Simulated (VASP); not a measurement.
Write the native input for VASP 6.6.1 that does the following.

```yaml
Task: single point
Functional: PBE
Dispersion: D3(BJ)
Potentials_or_basis: VASP PAW PBE potentials, release 64 (Be, Cl)
Cutoff: 520 eV
k_mesh: 5 × 5 × 1
Occupations: gaussian, width 0.05 eV
Spin: no spin polarisation
Dipole_correction: no
Further_INCAR_settings: LREAL = Auto; ALGO = Normal; EDIFF = 1e-07; NBANDS = 34
```

The structure of Be16Cl lies in POSCAR:

```
Be16Cl
1.0
    4.5800000000      0.0000000000      0.0000000000
    2.2900000000      3.9663960000      0.0000000000
    0.0000000000      0.0000000000     16.3826450000
Be Cl
16 1
Direct
   -0.1666666667      0.3333333333      0.0610402044
    0.3333333333      0.3333333333      0.0610402044
   -0.1666666667      0.8333333333      0.0610402044
    0.3333333333      0.8333333333      0.0610402044
   -0.0012972251      0.0019647559      0.1730064956
    0.5002620174      0.0005213801      0.1712480494
   -0.0008634555      0.4993028936      0.1722565556
    0.5018349695      0.4987706724      0.1730688787
   -0.1663153328      0.3337909276      0.2843252112
    0.3397149818      0.3284150145      0.2812341353
   -0.1718769761      0.8400207644      0.2811969618
    0.3324499036      0.8324438609      0.2787038967
    0.0094677425     -0.0115245679      0.3984007466
    0.4941372267     -0.0056958508      0.3849248397
    0.0074880639      0.5079291125      0.3829669141
    0.4887468294      0.5091818870      0.3986472270
    0.7389555812      0.2384565233      0.5028156931
```

The input as run:

INCAR

```
SYSTEM = Be16Cl
PREC = Accurate
ENCUT = 520
EDIFF = 1E-7
ISMEAR = 0
SIGMA = 0.05
LREAL = Auto
LASPH = .True.
NELM = 80
ALGO = Normal
ISIF = 2
LWAVE = .False.
LCHARG = .True.
GGA = PE
IVDW = 12
LELF = .True.
LVHAR = .True.
NBANDS = 34
```

KPOINTS

```
Automatic mesh
0
Gamma
  5 5 1
  0 0 0
```

Potentials or basis: VASP PAW PBE potentials, release 64 (Be, Cl).

Run with:

```sh
$ cat potpaw_PBE.64/Be/POTCAR potpaw_PBE.64/Cl/POTCAR > POTCAR
$ mpirun -np 1 vasp_std > vasp.out
```

Results of the run:

| Quantity | Value |
| --- | --- |
| Largest force | 0.143 eV/Å |
| Band gap on the k mesh | zero (an odd number of electrons rules out a gap without spin polarisation) |
| Dispersion energy per atom | -0.254 eV |

Caveat: an odd number of electrons without spin polarisation forces a metal; a magnetic or distorted state may lie lower.

Wall time 3 min on 1 thread of Intel(R) Xeon(R) 6975P-C (Granite Rapids) (shared host), peak memory 0.41 GiB.
